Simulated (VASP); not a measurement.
# Ge (P6_3/mcm) in VASP: single point with PBE

Aim: the single point of Ge with PBE.

Program: VASP 6.6.1. These are calculated values, not measurements. Logs are shortened: lines on timing, memory, paths and dates and some standing lists are left out, and cuts for length are marked.

### 1 The cell of the first run

The structure is hexagonal, space group P6_3/mcm (No. 193). The conventional cell has a = 5.716 Å, b = 5.716 Å, c = 7.141 Å, α = 90.00°, β = 90.00°, γ = 120.00°. Ge (site symmetry m2m) has 10 Ge at 2.71 to 3.63 Å within 3.7 Å. Ge (site symmetry 32) has 11 Ge at 2.75 to 3.57 Å within 3.6 Å.

The cell was built from a structure type or drawn by symmetry, and may not be a known phase.

### 2 Single point, PBE

Input file INCAR:

```
ALGO     = Fast           # electronic algorithm
EDIFF    = 1E-6           # SCF threshold, eV
ENCUT    = 520            # plane-wave cutoff, eV
GGA      = PE             # functional
ISIF     = 2              # what is computed and relaxed
ISMEAR   = 0              # smearing method
LASPH    = True           # aspherical terms in the spheres
LCHARG   = True           # write CHGCAR
LELF     = True           # ELF
LREAL    = False          # projectors in reciprocal space
LVHAR    = True         
LWAVE    = False          # write WAVECAR
NBANDS   = 81             # bands
NELM     = 80             # most SCF steps
PREC     = Accurate       # precision mode
SIGMA    = 0.1            # smearing width, eV
```

Input file KPOINTS:

```
k-points
0
Gamma
  12 12 6
```

Input file POSCAR:

```
Ge
1.0
    5.7160080281      0.0000000000      0.0000000000
   -2.8580040140      4.9502081606      0.0000000000
    0.0000000000      0.0000000000      7.1406900053
Ge
10
Direct
    0.2740879485      0.0000000000      0.2500000000
    0.0000000000      0.2740879485      0.2500000000
    0.7259120515      0.7259120515      0.2500000000
    0.7259120515      0.0000000000      0.7500000000
    0.0000000000      0.7259120515      0.7500000000
    0.2740879485      0.2740879485      0.7500000000
    0.3333333333      0.6666666667      0.0000000000
    0.6666666667      0.3333333333      0.5000000000
    0.6666666667      0.3333333333      0.0000000000
    0.3333333333      0.6666666667      0.5000000000
```

Potentials or basis: VASP PAW PBE potentials, release 64 (Ge_d).

Command:

```
$ cat potpaw_PBE.64/Ge_d/POTCAR > POTCAR
$ mpirun -np 1 vasp_std > vasp.out
```

OUTCAR:

```text
EDIFF = 1E-6
   ENCUT = 520
   GGA = PE
   ISIF = 2
   ISMEAR = 0
   LASPH = True
   LREAL = False
   NELM = 80
   PREC = Accurate

 ion  position               nearest neighbor table
   1  0.274  0.000  0.250-   2 2.71   3 2.71  10 2.75   7 2.75   8 2.75   9 2.75
   2  0.000  0.274  0.250-   1 2.71   3 2.71   9 2.75   8 2.75  10 2.75   7 2.75
   3  0.726  0.726  0.250-   1 2.71   2 2.71   7 2.75  10 2.75   9 2.75   8 2.75
   4  0.726  0.000  0.750-   5 2.71   6 2.71   8 2.75   9 2.75   7 2.75  10 2.75
   5  0.000  0.726  0.750-   4 2.71   6 2.71   7 2.75  10 2.75   9 2.75   8 2.75
   6  0.274  0.274  0.750-   4 2.71   5 2.71   8 2.75   9 2.75   7 2.75  10 2.75
   7  0.333  0.667  0.000-   5 2.75   1 2.75   4 2.75   2 2.75   3 2.75   6 2.75
   8  0.667  0.333  0.500-   2 2.75   4 2.75   1 2.75   5 2.75   6 2.75   3 2.75
   9  0.667  0.333  0.000-   2 2.75   4 2.75   1 2.75   5 2.75   6 2.75   3 2.75
  10  0.333  0.667  0.500-   5 2.75   1 2.75   4 2.75   2 2.75   3 2.75   6 2.75

  LATTYP: Found a hexagonal cell.
 ALAT       =     5.7160080281
 C/A-ratio  =     1.2492442226

  Lattice vectors:

 A1 = (   5.7160080281,   0.0000000000,   0.0000000000)
 A2 = (  -2.8580040140,   4.9502081606,   0.0000000000)
 A3 = (   0.0000000000,   0.0000000000,   7.1406900053)

Analysis of symmetry for initial positions (statically):
=====================================================================
 Subroutine PRICEL returns:
 Original cell was already a primitive cell.

 Routine SETGRP: Setting up the symmetry group for a
 hexagonal supercell.

 Subroutine GETGRP returns: Found 24 space group operations
 (whereof 12 operations were pure point group operations)
 out of a pool of 24 trial point group operations.

The static configuration has the point symmetry D_3d.
 The point group associated with its full space group is D_6h.

Analysis of symmetry for dynamics (positions and initial velocities):
=====================================================================
 Subroutine PRICEL returns:
 Original cell was already a primitive cell.

 Routine SETGRP: Setting up the symmetry group for a
 hexagonal supercell.

 Subroutine GETGRP returns: Found 24 space group operations
 (whereof 12 operations were pure point group operations)
 out of a pool of 24 trial point group operations.

The dynamic configuration has the point symmetry D_3d.
 The point group associated with its full space group is D_6h.

 Subroutine INISYM returns: Found 24 space group operations
 (whereof 12 operations are pure point group operations),
 and found     1 'primitive' translations

----------------------------------------------------------------------------------------

                                     Primitive cell

  volume of cell :     202.0489

  direct lattice vectors                    reciprocal lattice vectors
     5.716008028  0.000000000  0.000000000     0.174947270  0.101005853  0.000000000
    -2.858004014  4.950208161  0.000000000     0.000000000  0.202011707  0.000000000
     0.000000000  0.000000000  7.140690005     0.000000000  0.000000000  0.140042489

  length of vectors
     5.716008028  5.716008028  7.140690005     0.202011707  0.202011707  0.140042489

  position of ions in fractional coordinates (direct lattice)
     0.274087948  0.000000000  0.250000000
     1.000000000  0.274087948  0.250000000
     0.725912052  0.725912052  0.250000000
     0.725912052  0.000000000  0.750000000
     1.000000000  0.725912052  0.750000000
     0.274087948  0.274087948  0.750000000
     0.333333333  0.666666667  0.000000000
     0.666666667  0.333333333  0.500000000
     0.666666667  0.333333333  0.000000000
     0.333333333  0.666666667  0.500000000

  ion indices of the primitive-cell ions
   primitive index   ion index
                 1           1
                 2           2
                 3           3
                 4           4
                 5           5
                 6           6
                 7           7
                 8           8
                 9           9
                10          10

----------------------------------------------------------------------------------------

 KPOINTS: k-points

Automatic generation of k-mesh.
 Grid dimensions read from file:
 generate k-points for:   12   12    6

 Generating k-lattice:

  Cartesian coordinates                     Fractional coordinates (reciprocal lattice)
     0.014578939  0.008417154  0.000000000     0.083333333 -0.000000000  0.000000000
     0.000000000  0.016834309  0.000000000     0.000000000  0.083333333  0.000000000
     0.000000000  0.000000000  0.023340415     0.000000000  0.000000000  0.166666667

  Length of vectors
     0.016834309  0.016834309  0.023340415

  Shift w.r.t. Gamma in fractional coordinates (k-lattice)
     0.000000000  0.000000000  0.000000000

 Subroutine IBZKPT returns following result:
 ===========================================

 Found     76 irreducible k-points:

 Following reciprocal coordinates:
            Coordinates               Weight
  0.000000  0.000000  0.000000      1.000000
  0.083333 -0.000000  0.000000      6.000000
  0.166667 -0.000000  0.000000      6.000000
  0.250000 -0.000000  0.000000      6.000000
  0.333333 -0.000000  0.000000      6.000000
  0.416667 -0.000000  0.000000      6.000000
[... 16 lines left out ...]
  0.250000 -0.000000  0.166667     12.000000
  0.333333 -0.000000  0.166667     12.000000
 [... further k-points ...]
   k-points           NKPTS =     76   k-points in BZ     NKDIM =     76   number of bands    NBANDS=     81
   number of dos      NEDOS =    301   number of ions     NIONS =     10
   total plane-waves  NPLWV = 124416
   dimension x,y,z NGX =    48 NGY =   48 NGZ =   54
   dimension x,y,z NGXF=    96 NGYF=   96 NGZF=  108
   ions per type =              10
   NGX,Y,Z   is equivalent  to a cutoff of  13.96, 13.96, 12.57 a.u.
   NGXF,Y,Z  is equivalent  to a cutoff of  27.92, 27.92, 25.14 a.u.
 SYSTEM =  unknown system
   PREC   = accura    normal or accurate (medium, high low for compatibility)
   ISTART =      0    job   : 0-new  1-cont  2-samecut
   ICHARG =      2    charge: 1-file 2-atom 10-const
   ISPIN  =      1    spin polarized calculation?
   LNONCOLLINEAR =      F non collinear calculations
   LSORBIT =      F    spin-orbit coupling
   LASPH  =      T    aspherical Exc in radial PAW
   ENCUT  =  520.0 eV  38.22 Ry    6.18 a.u.  10.63 10.63 13.28*2*pi/ulx,y,z
   NELM   =     80;   NELMIN=  2; NELMDL= -5     # of ELM steps
   EDIFF  = 0.1E-05   stopping-criterion for ELM
   LREAL  =      F    real-space projection
   EDIFFG = 0.1E-04   stopping-criterion for IOM
   NSW    =      0    number of steps for IOM
   IBRION =     -1    ionic relax: 0-MD 1-quasi-New 2-CG
   NFREE  =      0    steps in history (QN), initial steepest desc. (CG)
   ISIF   =      2    stress and relaxation
   ISYM   =      2    0-nonsym 1-usesym 2-fastsym
   POTIM  = 0.5000    time-step for ionic-motion
   TEBEG  =    0.0;   TEEND  =   0.0 temperature during run
   PSTRESS=    0.0 pullay stress
   NELECT =     140.0000    total number of electrons
   NUPDOWN=      -1.0000    fix difference up-down
   EMIN   =  10.00;   EMAX   =-10.00  energy-range for DOS
   EFERMI =   0.00;   METHOD = LEGACY
   ISMEAR =     0;   SIGMA  =   0.10  broadening in eV -4-tet -1-fermi 0-gaus
   EFERMI_NEDOS =   21; number of points for ismear=-14 and -15
   IALGO  =     68    algorithm
   IMIX   =      4    mixing-type and parameters
     AMIX     =   0.40;   BMIX     =  1.00
     AMIX_MAG =   1.60;   BMIX_MAG =  1.00
  volume/ion in A,a.u.               =      20.20       136.35
  Fermi-wavevector in a.u.,A,eV,Ry     =   1.448656  2.737563 28.553255  2.098605
  Thomas-Fermi vector in A             =   2.566472
   LORBIT       =      0    0 simple, 1 ext, 2 COOP (PROOUT), +10 PAW based schemes
   GGA     = PE    functional components
   LHFCALC =     F    Hartree Fock is set to
   AEXX    =    0.0000 exact exchange contribution
   IVDW    =     0    specifies the selected vdW correction
   LEPSILON=     F    determine dielectric tensor
   LRPA    =     F    only Hartree local field effects (RPA)
 non-spin polarized calculation
 RMM-DIIS sequential band-by-band and
 Gauss-broadening in eV      SIGMA  =   0.10
  energy-cutoff  :      520.00
  volume of cell :      202.05
 maximum number of plane-waves:      5498
 NGX is ok and might be reduce to    48
   NGX = 21   NGY = 21   NGZ = 27

 number of electron     140.0000046 magnetization

 Free energy of the ion-electron system (eV)
  ---------------------------------------------------
  ext. energy  EPLUGINS =         0.00000000
  ---------------------------------------------------
  free energy    TOTEN  =       -42.32667501 eV

  energy without entropy =      -42.30800162  energy(sigma->0) =      -42.31733831

 E-fermi :   5.8832     XC(G=0): -10.8418

 val. band max:        5.8796866698   @ k =   0.0833  -0.0000   0.3333
 cond. band min:       5.8841409659   @ k =   0.4167  -0.0000   0.3333
 fundamental gap:      0.0044542962
 Fermi energy:         5.8832170065

 k-point     1 :       0.0000    0.0000    0.0000
  band No.  band energies     occupation
      1     -18.8004      2.00000
      2     -18.8004      2.00000
      3     -18.7944      2.00000
      4     -18.7944      2.00000
      5     -18.7886      2.00000
      6     -18.7886      2.00000
[... 73 lines left out ...]
     80      11.0882      0.00000
     81      11.8039      0.00000

 k-point     2 :       0.0833   -0.0000    0.0000
  band No.  band energies     occupation
      1     -18.8004      2.00000
      2     -18.7998      2.00000
      3     -18.7949      2.00000
      4     -18.7940      2.00000
      5     -18.7892      2.00000
      6     -18.7884      2.00000
[... 73 lines left out ...]
     80      10.9881      0.00000
     81      11.8466      0.00000
[... 1762 lines left out ...]
     80       9.9889      0.00000
     81      10.2229      0.00000

 k-point    24 :       0.3333   -0.0000    0.1667
  band No.  band energies     occupation
      1     -18.8010      2.00000
      2     -18.7972      2.00000
      3     -18.7918      2.00000
      4     -18.7908      2.00000
      5     -18.7906      2.00000
      6     -18.7832      2.00000
[... 73 lines left out ...]
     80       9.3556      0.00000
     81       9.8347      0.00000

 [... further k-points ...]

------------------------ aborting loop because EDIFF is reached ----------------------------------------

  FORCE on cell =-STRESS in cart. coord.  units (eV):
  Direction    XX          YY          ZZ          XY          YZ          ZX
  --------------------------------------------------------------------------------------
  -------------------------------------------------------------------------------------
  Total       -0.0278531     -0.0278531     -0.0828214     -0.0000000      0.0000000     -0.0000000
  in kB       -0.2208650     -0.2208650     -0.6567445     -0.0000000      0.0000000     -0.0000000
  external PRESSURE =      -0.3661582 kB  Pullay stress =       0.0000000 kB

 VOLUME and BASIS-vectors are now :
 -----------------------------------------------------------------------------
  energy-cutoff  :      520.00
  volume of cell :      202.05
      direct lattice vectors                 reciprocal lattice vectors
     5.716008028  0.000000000  0.000000000     0.174947270  0.101005853  0.000000000
    -2.858004014  4.950208161  0.000000000     0.000000000  0.202011707  0.000000000
     0.000000000  0.000000000  7.140690005     0.000000000  0.000000000  0.140042489

 POSITION                                       TOTAL-FORCE (eV/Angst)
 -----------------------------------------------------------------------------------
      1.56669      0.00000      1.78517         0.000174     -0.000000      0.000000
     -0.78334      1.35679      1.78517        -0.000087      0.000151     -0.000000
      2.07466      3.59342      1.78517        -0.000087     -0.000151      0.000000
      4.14932      0.00000      5.35552        -0.000174     -0.000000     -0.000000
     -2.07466      3.59342      5.35552         0.000087     -0.000151     -0.000000
      0.78334      1.35679      5.35552         0.000087      0.000151      0.000000
     -0.00000      3.30014      0.00000         0.000000     -0.000000      0.000000
      2.85800      1.65007      3.57035         0.000000     -0.000000      0.000000
      2.85800      1.65007      0.00000         0.000000     -0.000000      0.000000
     -0.00000      3.30014      3.57035         0.000000     -0.000000      0.000000
 -----------------------------------------------------------------------------------
    total drift:                               -0.000000      0.000000     -0.000000

  FREE ENERGIE OF THE ION-ELECTRON SYSTEM (eV)
  ---------------------------------------------------
  free  energy   TOTEN  =       -42.3266750052 eV

  energy  without entropy=      -42.3080016169  energy(sigma->0) =      -42.31733831
```

It took 32 min on 1 thread of Oxide Virtual Turin-like, shared host; peak memory 0.84 GiB.

What came out:

| Item | Value |
| --- | --- |
| Free energy | -42.3267 eV |
| Pressure | 0.0 GPa |
| Band gap on the k mesh | zero (bands 70 and 71 overlap by 2.52 eV) |
